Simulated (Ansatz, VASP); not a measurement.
One calculation of BN, two programs

Contents of POSCAR:

```
BN
1.0
    0.0000000000      1.8123485118      1.8123485118
    1.8123485118      0.0000000000      1.8123485118
    1.8123485118      1.8123485118      0.0000000000
B N
1 1
Direct
    0.0000000000      0.0000000000      0.0000000000
    0.7500000000      0.7500000000      0.7500000000
```

File INCAR.step1:

```
SYSTEM = BN
  ALGO = Normal
  EDIFF = 1E-5
  ENCUT = 520
  GGA = PE
  ISIF = 2
  ISMEAR = 0
  LASPH = .TRUE.
  LCHARG = .FALSE.
  LREAL = .FALSE.
  LWAVE = .TRUE.
  NBANDS = 11
  NELM = 60
  PREC = Accurate
  SIGMA = 0.02
```

File INCAR.step2:

```
SYSTEM = BN
  ALGO = Normal
  EDIFF = 1E-6
  ENCUT = 520
  GGA = PE
  HFSCREEN = 0.2079
  ISIF = 2
  ISMEAR = 0
  ISTART = 1
  LASPH = .TRUE.
  LCHARG = .FALSE.
  LHFCALC = .TRUE.
  LREAL = .FALSE.
  LWAVE = .FALSE.
  NBANDS = 11
  NELM = 60
  PREC = Accurate
  PRECFOCK = Normal
  SIGMA = 0.02
```

File KPOINTS:

```
k-points
0
G
  8 8 8
  0 0 0
```

Input for Ansatz:

```yaml
crystal:
  lattice:
    - [0.0, 1.8123485118, 1.8123485118]
    - [1.8123485118, 0.0, 1.8123485118]
    - [1.8123485118, 1.8123485118, 0.0]
  atoms:
    - { symbol: B, position: [0.0, 0.0, 0.0] }
    - { symbol: "N", position: [0.75, 0.75, 0.75] }
basis:
  ecutwfc: 420
kpoints:
  mp_grid: { grid: [8, 8, 8] }
  band_path:
    path:
      - [[0.0, 0.0, 0.0], [-0.5, -0.5, 0.0], [-0.375, -0.375, 0.25]]
      - [[-0.375, 0.0, 0.375], [0.0, 0.0, 0.0], [0.0, 0.0, 0.5], [-0.5, -0.25, 0.25], [-0.5, -0.5, 0.0]]
    npoints: 4
hamiltonian:
  xc: hse06
scf:
  occupations: { method: gaussian, width: 0.02 }
output:
  forces: true
  stress: true
  eigenvalues: true
  populations: true
  dos: { projected: true, de: 0.02 }
  bader: false
  write_density: true
  write_potential: true
  elf: true
  volumetric_format: npy
```

Alike in both runs: task single point; functional HSE06; k mesh 8 × 8 × 8; occupations gaussian, width 0.02 eV; no spin polarisation.

|  | VASP | Ansatz |
| --- | --- | --- |
| version | VASP 6.6.1 | Ansatz 0.2.0 |
| potentials or method | VASP PAW PBE potentials, release 64 (B, N), cutoff 520 eV | scalar-relativistic, plane waves, PAW |
| valence electrons in the cell | 8 | 8 |

```csv
,VASP,Ansatz,Ansatz less VASP
gap on the k mesh at the Fermi level (eV),5.76,5.78,+0.014
least direct gap on the mesh (eV),10.51,10.53,+0.016
pressure (GPa),-8.7,-9.2,-0.45
```

With one functional, cell and mesh, what is left measures potentials, basis and numerics. Ansatz's warnings: stress exchange threshold loose, stress scf threshold loose.
